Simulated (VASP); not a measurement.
# SiC: single point with PBE

SiC:

```
Si C
1.0
     2.90642    0.00000    0.00000
    -1.45321    2.51703    0.00000
     0.00000    0.00000    5.25697
Si C
2 2
Cartesian
  0.0000 1.6780 2.6421
  1.4532 0.8390 5.2706
  0.0000 1.6780 4.5862
  1.4532 0.8390 1.9577
```

This cell differs from its parent crystal: biaxial strain in the a-b plane: -6.0 %.

```
Program                : VASP 6.6.1
Task                   : single point
Functional             : PBE
Potentials or basis    : VASP PAW PBE potentials, release 64 (Si, C)
Cutoff                 : 520 eV
k mesh                 : 12 × 12 × 6
Occupations            : gaussian, width 0.02 eV
Spin                   : no spin polarisation
Dipole correction      : no
Further INCAR settings : ALGO = Normal; EDIFF = 1e-06; NBANDS = 16
```

```json
{
 "Pressure": "24.3 GPa",
 "Largest force": "0.468 eV/Å",
 "Band gap on the k mesh": "1.44 eV, indirect (least direct gap 4.20 eV)"
}
```

Forces on the atoms (eV/Å):
```
Si   0.000  0.000  0.468
Si   0.000  0.000  0.468
C    0.000  0.000 -0.468
C    0.000  0.000 -0.468
```

Stress tensor (GPa, compression positive):
```
 44.02   0.00   0.00
  0.00  44.02   0.00
  0.00   0.00 -15.04
```

Levels at points of the mesh, in eV from the valence-band top:
| k point | band 4 | band 5 | band 6 | band 7 | band 8 | band 9 | band 10 | band 11 | band 12 | band 13 |
| --- | --- | --- | --- | --- | --- | --- | --- | --- | --- | --- |
| (0.00, 0.00, 0.00) | -1.14 | -0.93 | -0.93 | 0.00 | 0.00 | 4.23 | 6.76 | 7.73 | 7.73 | 8.91 |
| (0.50, 0.00, 0.00) | -7.26 | -5.91 | -3.82 | -3.16 | -1.49 | 3.29 | 3.36 | 7.22 | 7.47 | 8.55 |
| (0.00, 0.00, 0.50) | -5.77 | -0.49 | -0.49 | -0.49 | -0.49 | 7.20 | 7.20 | 8.29 | 8.29 | 8.29 |
| (0.50, 0.00, 0.50) | -8.86 | -3.17 | -3.17 | -2.45 | -2.45 | 2.60 | 2.60 | 5.25 | 5.25 | 10.35 |

Wall time 34 s on 1 thread of Intel(R) Xeon(R) Platinum 8259CL CPU @ 2.50GHz (Skylake/Cascade Lake), on a shared host, peak memory 0.17 GiB.

Caveat: the cell differs from its parent crystal (biaxial strain in the a-b plane: -6.0 %). A k mesh can miss the band edges.
